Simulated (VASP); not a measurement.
# CaB (Cmcm) in VASP: single point with r2SCAN

Aim: the single point of CaB with r2SCAN.

All numbers are computed with VASP 6.6.1; they aren't measurements. Logs are shortened: lines on timing, memory, paths and dates and some standing lists are left out, and cuts for length are marked.

### 1 The cell of the first run

The structure is orthorhombic, space group Cmcm (No. 63). The conventional cell has a = 4.274 Å, b = 10.052 Å, c = 3.641 Å, α = 90.00°, β = 90.00°, γ = 90.00°. Within 3.1 Å of B (site symmetry m2m) lie 2 B at 2.30 Å and 7 Ca at 2.89 to 3.00 Å. Within 3.8 Å of Ca (site symmetry m2m) lie 7 B at 2.89 to 3.00 Å and 8 Ca at 3.35 to 3.64 Å.

### 2 Single point, r2SCAN

File POSCAR:

```
CaB
1.0
   -3.6410560000      0.0000000000      0.0000000000
    0.0000000000     -4.2742830000      0.0000000000
    0.0000000000      2.1371410000      5.0262400000
B Ca
2 2
Direct
    0.7500000000      0.0700000000      0.1400000000
    0.2500000000      0.9300000000      0.8600000000
    0.7500000000      0.3600000000      0.7200000000
    0.2500000000      0.6400000000      0.2800000000
```

File INCAR.step1:

```
PREC = Accurate
ENCUT = 520
ISMEAR = 1
SIGMA = 0.0628
LREAL = False
LASPH = True
NELM = 60
NBANDS = 21
GGA = PE
ALGO = Normal
EDIFF = 1E-4
LWAVE = True
LCHARG = False
```

File INCAR.step2:

```
PREC = Accurate
ENCUT = 520
EDIFF = 1E-6
ISMEAR = 1
SIGMA = 0.0628
LREAL = False
LASPH = True
NELM = 60
ALGO = Normal
ISIF = 2
LWAVE = False
LCHARG = True
METAGGA = R2SCAN
LMIXTAU = True
LELF = True
LVHAR = True
NBANDS = 21
ISTART = 1
```

File KPOINTS:

```
Automatic mesh
0
Gamma
  7 7 7
```

Potentials or basis: VASP PAW PBE potentials, release 64 (B, Ca_sv).

Command:

```sh
$ cat potpaw_PBE.64/B/POTCAR potpaw_PBE.64/Ca_sv/POTCAR > POTCAR
$ cp INCAR.step1 INCAR
$ mpirun -np 1 vasp_std > vasp.out
$ cp INCAR.step2 INCAR
$ mpirun -np 1 vasp_std > vasp.out
```

OUTCAR:

```text
PREC = Accurate
   ENCUT = 520
   EDIFF = 1E-6
   ISMEAR = 1
   LREAL = False
   LASPH = True
   NELM = 60
   ISIF = 2
   METAGGA = R2SCAN
   ISTART = 1

 ion  position               nearest neighbor table
   1  0.750  0.070  0.140-
   2  0.250  0.930  0.860-
   3  0.750  0.360  0.720-
   4  0.250  0.640  0.280-

  LATTYP: Found a base centered orthorhombic cell.
 ALAT       =     4.2742830000
 B/A-ratio  =     2.3518517609
 C/A-ratio  =     0.8518518778

  Lattice vectors:

 A1 = (   0.0000000000,  -2.1371410000,  -5.0262400000)
 A2 = (   0.0000000000,  -2.1371420000,   5.0262400000)
 A3 = (  -3.6410560000,   0.0000000000,   0.0000000000)

Analysis of symmetry for initial positions (statically):
=====================================================================
 Subroutine PRICEL returns:
 Original cell was already a primitive cell.

 Routine SETGRP: Setting up the symmetry group for a
 base centered orthorhombic supercell.

 Subroutine GETGRP returns: Found  8 space group operations
 (whereof  4 operations were pure point group operations)
 out of a pool of  8 trial point group operations.

The static configuration has the point symmetry C_2h.
 The point group associated with its full space group is D_2h.

Analysis of symmetry for dynamics (positions and initial velocities):
=====================================================================
 Subroutine PRICEL returns:
 Original cell was already a primitive cell.

 Routine SETGRP: Setting up the symmetry group for a
 base centered orthorhombic supercell.

 Subroutine GETGRP returns: Found  8 space group operations
 (whereof  4 operations were pure point group operations)
 out of a pool of  8 trial point group operations.

The dynamic configuration has the point symmetry C_2h.
 The point group associated with its full space group is D_2h.

 Subroutine INISYM returns: Found  8 space group operations
 (whereof  4 operations are pure point group operations),
 and found     1 'primitive' translations

----------------------------------------------------------------------------------------

                                     Primitive cell

  volume of cell :      78.2229

  direct lattice vectors                    reciprocal lattice vectors
    -3.641056000  0.000000000  0.000000000    -0.274645597  0.000000000  0.000000000
     0.000000000 -4.274283000  0.000000000     0.000000000 -0.233957368  0.099477916
     0.000000000  2.137141000  5.026240000     0.000000000  0.000000000  0.198955880

  length of vectors
     3.641056000  4.274283000  5.461726851     0.274645597  0.254228059  0.198955880

  position of ions in fractional coordinates (direct lattice)
     0.750000000  0.070000000  0.140000000
     0.250000000  0.930000000  0.860000000
     0.750000000  0.360000000  0.720000000
     0.250000000  0.640000000  0.280000000

  ion indices of the primitive-cell ions
   primitive index   ion index
                 1           1
                 2           2
                 3           3
                 4           4

----------------------------------------------------------------------------------------

 KPOINTS: Automatic mesh

Automatic generation of k-mesh.
 Grid dimensions read from file:
 generate k-points for:    7    7    7

 Generating k-lattice:

  Cartesian coordinates                     Fractional coordinates (reciprocal lattice)
    -0.039235085  0.000000000  0.000000000     0.142857143  0.000000000  0.000000000
     0.000000000 -0.033422481  0.014211131     0.000000000  0.142857143  0.000000000
     0.000000000  0.000000000  0.028422269     0.000000000  0.000000000  0.142857143

  Length of vectors
     0.039235085  0.036318294  0.028422269

  Shift w.r.t. Gamma in fractional coordinates (k-lattice)
     0.000000000  0.000000000  0.000000000

 Subroutine IBZKPT returns following result:
 ===========================================

 Found     64 irreducible k-points:

 Following reciprocal coordinates:
            Coordinates               Weight
  0.000000  0.000000  0.000000      1.000000
  0.142857  0.000000  0.000000      2.000000
  0.285714  0.000000  0.000000      2.000000
  0.428571  0.000000  0.000000      2.000000
  0.000000  0.142857  0.000000      4.000000
  0.142857  0.142857  0.000000      8.000000
[... 16 lines left out ...]
  0.285714  0.142857  0.142857      8.000000
  0.428571  0.142857  0.142857      8.000000
 [... further k-points ...]
   k-points           NKPTS =     64   k-points in BZ     NKDIM =     64   number of bands    NBANDS=     21
   number of dos      NEDOS =    301   number of ions     NIONS =      4
   total plane-waves  NPLWV =  37632
   dimension x,y,z NGX =    28 NGY =   32 NGZ =   42
   dimension x,y,z NGXF=    56 NGYF=   64 NGZF=   84
   ions per type =               2   2
   NGX,Y,Z   is equivalent  to a cutoff of  12.78, 12.45, 12.78 a.u.
   NGXF,Y,Z  is equivalent  to a cutoff of  25.57, 24.89, 25.57 a.u.
 SYSTEM =  unknown system
   PREC   = accura    normal or accurate (medium, high low for compatibility)
   ISTART =      1    job   : 0-new  1-cont  2-samecut
   ICHARG =      0    charge: 1-file 2-atom 10-const
   ISPIN  =      1    spin polarized calculation?
   LNONCOLLINEAR =      F non collinear calculations
   LSORBIT =      F    spin-orbit coupling
   LASPH  =      T    aspherical Exc in radial PAW
   ENCUT  =  520.0 eV  38.22 Ry    6.18 a.u.   6.77  7.95 10.16*2*pi/ulx,y,z
   NELM   =     60;   NELMIN=  2; NELMDL=  0     # of ELM steps
   EDIFF  = 0.1E-05   stopping-criterion for ELM
   LREAL  =      F    real-space projection
   EDIFFG = 0.1E-04   stopping-criterion for IOM
   NSW    =      0    number of steps for IOM
   IBRION =     -1    ionic relax: 0-MD 1-quasi-New 2-CG
   NFREE  =      0    steps in history (QN), initial steepest desc. (CG)
   ISIF   =      2    stress and relaxation
   ISYM   =      2    0-nonsym 1-usesym 2-fastsym
   POTIM  = 0.5000    time-step for ionic-motion
   TEBEG  =    0.0;   TEEND  =   0.0 temperature during run
   PSTRESS=    0.0 pullay stress
   NELECT =      26.0000    total number of electrons
   NUPDOWN=      -1.0000    fix difference up-down
   EMIN   =  10.00;   EMAX   =-10.00  energy-range for DOS
   EFERMI =   0.00;   METHOD = LEGACY
   ISMEAR =     1;   SIGMA  =   0.06  broadening in eV -4-tet -1-fermi 0-gaus
   EFERMI_NEDOS =   21; number of points for ismear=-14 and -15
   IALGO  =     38    algorithm
   IMIX   =      4    mixing-type and parameters
     AMIX     =   0.40;   BMIX     =  1.00
     AMIX_MAG =   1.60;   BMIX_MAG =  1.00
  volume/ion in A,a.u.               =      19.56       131.97
  Fermi-wavevector in a.u.,A,eV,Ry     =   1.134022  2.142990 17.497160  1.286005
  Thomas-Fermi vector in A             =   2.270725
   LORBIT       =      0    0 simple, 1 ext, 2 COOP (PROOUT), +10 PAW based schemes
   METAGGA = R2SCAN    functional components
   LHFCALC =     F    Hartree Fock is set to
   AEXX    =    0.0000 exact exchange contribution
   IVDW    =     0    specifies the selected vdW correction
   LEPSILON=     F    determine dielectric tensor
   LRPA    =     F    only Hartree local field effects (RPA)
 non-spin polarized calculation
 Methfessel and Paxton  Order N= 1 SIGMA  =   0.06
  energy-cutoff  :      520.00
  volume of cell :       78.22
 maximum number of plane-waves:      2129
 NGX is ok and might be reduce to    28
   NGX = 13   NGY = 15   NGZ = 21

 number of electron      26.0000004 magnetization

 Free energy of the ion-electron system (eV)
  ---------------------------------------------------
  ext. energy  EPLUGINS =         0.00000000
  ---------------------------------------------------
  free energy    TOTEN  =       -26.94590650 eV

  energy without entropy =      -26.94484898  energy(sigma->0) =      -26.94555399

 E-fermi :   2.9466     XC(G=0):  -9.8779

 val. band max:        2.9390213198   @ k =   0.0000  -0.4286   0.1429
 cond. band min:       2.9695882700   @ k =   0.0000   0.2857   0.2857
 fundamental gap:      0.0305669503
 Fermi energy:         2.9466271102

 k-point     1 :       0.0000    0.0000    0.0000
  band No.  band energies     occupation
      1     -39.2400      2.00000
      2     -39.1768      2.00000
      3     -19.5772      2.00000
      4     -19.3970      2.00000
      5     -19.3363      2.00000
      6     -19.2722      2.00000
[... 13 lines left out ...]
     20       8.2130      0.00000
     21       8.2950      0.00000

 k-point     2 :       0.1429    0.0000    0.0000
  band No.  band energies     occupation
      1     -39.2345      2.00000
      2     -39.1775      2.00000
      3     -19.5577      2.00000
      4     -19.4230      2.00000
      5     -19.3289      2.00000
      6     -19.2995      2.00000
[... 13 lines left out ...]
     20       8.0940      0.00000
     21       8.3422      0.00000

 k-point     3 :       0.2857    0.0000    0.0000
  band No.  band energies     occupation
      1     -39.2204      2.00000
      2     -39.1809      2.00000
      3     -19.5055      2.00000
      4     -19.4772      2.00000
      5     -19.3908      2.00000
      6     -19.3106      2.00000
[... 13 lines left out ...]
     20       8.3574      0.00000
     21       8.6789      0.00000
[... 457 lines left out ...]
 k-point    23 :       0.2857    0.1429    0.1429
  band No.  band energies     occupation
      1     -39.2151      2.00000
      2     -39.1856      2.00000
      3     -19.5475      2.00000
      4     -19.4577      2.00000
      5     -19.3969      2.00000
      6     -19.3289      2.00000
[... 13 lines left out ...]
     20       8.5270      0.00000
     21       8.6566      0.00000

 k-point    24 :       0.4286    0.1429    0.1429
  band No.  band energies     occupation
      1     -39.2013      2.00000
      2     -39.1908      2.00000
      3     -19.5636      2.00000
      4     -19.5348      2.00000
      5     -19.3649      2.00000
      6     -19.3157      2.00000
[... 13 lines left out ...]
     20       8.3835      0.00000
     21       9.1063      0.00000

 [... further k-points ...]

------------------------ aborting loop because EDIFF is reached ----------------------------------------

  FORCE on cell =-STRESS in cart. coord.  units (eV):
  Direction    XX          YY          ZZ          XY          YZ          ZX
  --------------------------------------------------------------------------------------
  -------------------------------------------------------------------------------------
  Total       -2.8954367     -3.2336875     -2.5300705      0.0000000      0.0000003      0.0000000
  in kB      -59.3049313    -66.2330542    -51.8214252      0.0000000      0.0000052      0.0000000
  external PRESSURE =     -59.1198036 kB  Pullay stress =       0.0000000 kB

 VOLUME and BASIS-vectors are now :
 -----------------------------------------------------------------------------
  energy-cutoff  :      520.00
  volume of cell :       78.22
      direct lattice vectors                 reciprocal lattice vectors
    -3.641056000  0.000000000  0.000000000    -0.274645597  0.000000000  0.000000000
     0.000000000 -4.274283000  0.000000000     0.000000000 -0.233957368  0.099477916
     0.000000000  2.137141000  5.026240000     0.000000000  0.000000000  0.198955880

 POSITION                                       TOTAL-FORCE (eV/Angst)
 -----------------------------------------------------------------------------------
     -2.73079     -0.00000      0.70367         0.000000      0.000000     -2.282168
     -0.91026     -2.13714      4.32257         0.000000     -0.000000      2.282168
     -2.73079     -0.00000      3.61889         0.000000     -0.000000      0.132823
     -0.91026     -2.13714      1.40735         0.000000      0.000000     -0.132823
 -----------------------------------------------------------------------------------
    total drift:                               -0.000000     -0.000000     -0.000000

  FREE ENERGIE OF THE ION-ELECTRON SYSTEM (eV)
  ---------------------------------------------------
  free  energy   TOTEN  =       -26.9459064990 eV

  energy  without entropy=      -26.9448489849  energy(sigma->0) =      -26.94555399
```

Wall time 5.2 min (1 thread of Intel Xeon Platinum 8375C at 2.90GHz (Ice Lake), shared host); peak memory 0.25 GiB.

Results:

```yaml
Free_energy: -26.9459 eV
Pressure: -5.9 GPa
Largest_force: 2.282 eV/Å
Band_gap_on_the_k_mesh: zero (bands 13 and 14 overlap by 0.69 eV)
```

Forces on the atoms (eV/Å):
```
B    0.000  0.000 -2.282
B    0.000  0.000  2.282
Ca   0.000  0.000  0.133
Ca   0.000  0.000 -0.133
```

Stress tensor (GPa, compression positive):
```
-5.93  0.00  0.00
 0.00 -6.62  0.00
 0.00  0.00 -5.18
```

Levels at points of the mesh, in eV from the Fermi level:
```csv
k point,band 11,band 12,band 13,band 14,band 15,band 16
"(0.00, 0.00, 0.00)",-1.12,-0.80,0.41,1.32,2.21,2.63
```

Caveat: the cell stands under tension; the PAW data sets were made with another functional, which shifts forces and pressure a little.
